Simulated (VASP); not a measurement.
Write the native input for VASP 6.6.1 that does the following.

```
Task                   : electric field gradients
Functional             : PBEsol
Potentials or basis    : VASP PAW PBE potentials, release 64 (Bi_d)
Cutoff                 : 520 eV
k mesh                 : 9 × 9 × 3
Occupations            : fermi-dirac, width 0.03 eV
Spin                   : no spin polarisation
Dipole correction      : no
Further INCAR settings : ALGO = Normal; EDIFF = 1e-08; NBANDS = 22
```

The structure of Bi lies in POSCAR:

```
Bi
1.0
    4.5390002997      0.0453900030      0.0453900030
   -2.2301912542      3.9081945659      0.0166138942
    0.1182900000      0.1182900000     11.8290000000
Bi
2
Direct
    0.3333333333      0.6666666667      0.2500000000
    0.6666666667      0.3333333333      0.7500000000
```

This cell differs from its parent crystal: equal xy, yz and zx shear strains of +2 %.

The input as run:

INCAR

```
PREC = Accurate
ENCUT = 520
EDIFF = 1E-8
ISMEAR = -1
SIGMA = 0.03
LREAL = False
LASPH = True
NELM = 100
ALGO = Normal
ISIF = 2
LWAVE = False
LCHARG = False
GGA = PS
LEFG = True
NBANDS = 22
```

KPOINTS

```
regular mesh
0
Gamma
  9 9 3
```

Potentials or basis: VASP PAW PBE potentials, release 64 (Bi_d).

Command:

```sh
$ cat potpaw_PBE.64/Bi_d/POTCAR > POTCAR
$ mpirun -np 1 vasp_std > vasp.out
```

Results of the run:

```
Pressure                                : -3.6 GPa
Band gap on the k mesh                  : zero (bands 15 and 16 overlap by 2.09 eV)
Largest electric field gradient by atom : Bi -127.2 V/Å²
```

Caveat: the cell differs from its parent crystal (equal xy, yz and zx shear strains of +2 %); the cell stands under tension; without QUAD_EFG the Cq values of the log hold for a quadrupole moment of 1 mb, not for the nuclei; the PAW data sets were made with another functional, which shifts forces and pressure a little; spin-orbit coupling is left out, which moves the levels of the heavy elements.

It took 13 min on 1 thread of Intel Xeon 8259CL (shared host), peak memory 0.63 GiB.
